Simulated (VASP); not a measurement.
Here is a VASP 6.6.1 calculation.

File INCAR:

```
SYSTEM = CdBr2
ALGO = Normal ; EDIFF = 1E-7
ENCUT = 520 ; ISIF = 2
ISMEAR = 0 ; LASPH = .True.
LCHARG = .False. ; LREAL = .False.
LWAVE = .False. ; NBANDS = 35
NELM = 100 ; PREC = Accurate
SIGMA = 0.01
```

KPOINTS

```
k-points
0
Gamma
  12 12 2
  0 0 0
```

Contents of POSCAR:

```
CdBr2
1.0
    3.9097176246      0.0000000000      0.0000000000
   -1.9548588123      3.3859147846      0.0000000000
    0.0000000000      0.0000000000     12.2233985728
Cd Br
2 4
Direct
    0.3333333333      0.6666666667      0.3750119131
    0.6666666667      0.3333333333      0.8750119131
    0.3333333333      0.6666666667      0.0013656449
    0.6666666667      0.3333333333      0.5013656449
    0.0000000000      0.0000000000      0.2486224420
    0.0000000000      0.0000000000      0.7486224420
```

Potentials or basis: VASP PAW LDA potentials, release 64 (Cd, Br).

Launch:

```console
$ cat potpaw_LDA.64/Cd/POTCAR potpaw_LDA.64/Br/POTCAR > POTCAR
$ mpirun -np 1 vasp_std > vasp.out
```

What does it give for the largest force?

0.061 eV/Å.

Estimate the band gap on the k mesh.

2.69 eV.

What does it give for the pressure?

0.4 GPa.

Forces in eV/Å, atoms in the order of the input:
```
Cd   0.000  0.000  0.001
Cd   0.000  0.000  0.001
Br   0.000  0.000  0.060
Br   0.000  0.000  0.060
Br   0.000  0.000 -0.061
Br   0.000  0.000 -0.061
```

A k mesh can miss the band edges. LDA gaps usually lie below the measured ones, often by a third to a half.
